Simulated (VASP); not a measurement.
Write the native input for VASP 6.6.1 that does the following.

```
Task                   : single point
Functional             : r2SCAN
Potentials or basis    : VASP PAW PBE potentials, release 64 (Yb)
Cutoff                 : 520 eV
k mesh                 : 10 × 10 × 10
Occupations            : fermi-dirac, width 0.1 eV
Spin                   : no spin polarisation
Dipole correction      : no
Further INCAR settings : ALGO = Normal; EDIFF = 1e-06; NBANDS = 18
```

Yb:

```xyz
1
Lattice="0.0000 2.6097 2.6097 2.6097 0.0000 2.6097 2.6097 2.6097 0.0000" Properties=species:S:1:pos:R:3 pbc="T T T"
Yb    0.0000    0.0000    0.0000
```

One way to write it, as run:

POSCAR

```
Yb
1.0
    0.0000000000      2.6096620394      2.6096620394
    2.6096620394      0.0000000000      2.6096620394
    2.6096620394      2.6096620394      0.0000000000
Yb
1
Direct
    0.0000000000      0.0000000000      0.0000000000
```

INCAR.step1

```
ALGO     = Normal         # electronic algorithm
EDIFF    = 1E-4           # SCF threshold, eV
ENCUT    = 520            # plane-wave cutoff, eV
GGA      = PE             # functional
ISMEAR   = -1             # smearing method
LASPH    = T              # aspherical terms in the spheres
LCHARG   = F              # write CHGCAR
LREAL    = F              # projectors in reciprocal space
LWAVE    = T              # write WAVECAR
NBANDS   = 18             # bands
NELM     = 60             # most SCF steps
PREC     = Accurate       # precision mode
SIGMA    = 0.1            # smearing width, eV
```

INCAR.step2

```
ALGO     = Normal         # electronic algorithm
EDIFF    = 1E-6           # SCF threshold, eV
ENCUT    = 520            # plane-wave cutoff, eV
ISIF     = 2              # what is computed and relaxed
ISMEAR   = -1             # smearing method
ISTART   = 1            
LASPH    = T              # aspherical terms in the spheres
LCHARG   = F              # write CHGCAR
LMIXTAU  = T            
LREAL    = F              # projectors in reciprocal space
LWAVE    = F              # write WAVECAR
METAGGA  = R2SCAN         # meta-GGA
NBANDS   = 18             # bands
NELM     = 60             # most SCF steps
PREC     = Accurate       # precision mode
SIGMA    = 0.1            # smearing width, eV
```

KPOINTS

```
k-points
0
Gamma
  10 10 10
```

Potentials or basis: VASP PAW PBE potentials, release 64 (Yb).

Launch:

```sh
$ cat potpaw_PBE.64/Yb/POTCAR > POTCAR
$ cp INCAR.step1 INCAR
$ mpirun -np 1 vasp_std > vasp.out
$ cp INCAR.step2 INCAR
$ mpirun -np 1 vasp_std > vasp.out
```

Results of the run:

```
Pressure : -0.3 GPa
```

Caveat: the PAW data sets were made with another functional, which shifts forces and pressure a little.

Run time: 110 s on 1 thread of Intel(R) Xeon(R) 6975P-C (Granite Rapids), with other jobs on the host, peak memory 0.19 GiB.
